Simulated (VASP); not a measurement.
Al4B3Sb, 8 atoms in the cell. Symmetry: P-3m1, No. 164, trigonal system. Conventional cell: a = 3.511 Å, b = 3.511 Å, c = 10.487 Å, α = 90.00°, β = 90.00°, γ = 120.00°. Al (site symmetry 3m) has 3 B at 2.36 Å and 3 Al at 2.80 Å and 3 Sb at 2.99 Å within 3.1 Å. Within 2.8 Å of Al (site symmetry 3m) lie 6 B at 2.15 to 2.31 Å and 3 Al at 2.80 Å. B (site symmetry -3m) has 2 B at 1.83 Å and 6 Al at 2.31 Å within 2.4 Å. Within 2.4 Å of B (site symmetry 3m) lie 1 B at 1.83 Å and 6 Al at 2.15 to 2.36 Å. Sb (site symmetry -3m) has 6 Al at 2.99 Å and 2 B at 3.41 Å and 6 Sb at 3.51 Å within 3.9 Å. 

```yaml
Program: VASP 6.6.1
Task: single point
Functional: PBE
Potentials_or_basis: VASP PAW PBE potentials, release 64 (Al, B, Sb)
Cutoff: 520 eV
k_mesh: 6 × 6 × 2
Occupations: gaussian, width 0.2 eV
Spin: no spin polarisation
Dipole_correction: no
Further_INCAR_settings: ALGO = Normal; EDIFF = 1e-06; NBANDS = 23
```

Potentials or basis: VASP PAW PBE potentials, release 64 (Al, B, Sb).

Launch:

```sh
$ cat potpaw_PBE.64/Al/POTCAR potpaw_PBE.64/B/POTCAR potpaw_PBE.64/Sb/POTCAR > POTCAR
$ mpirun -np 1 vasp_std > vasp.out
```

Hardware: 1 thread of Intel Xeon 8259CL, with other jobs on the host.

How long does it take, and how much memory?

Wall time 73 s on 1 thread of Intel Xeon 8259CL (shared host), peak memory 0.25 GiB. Counts: scf iterations 15, k points 14.
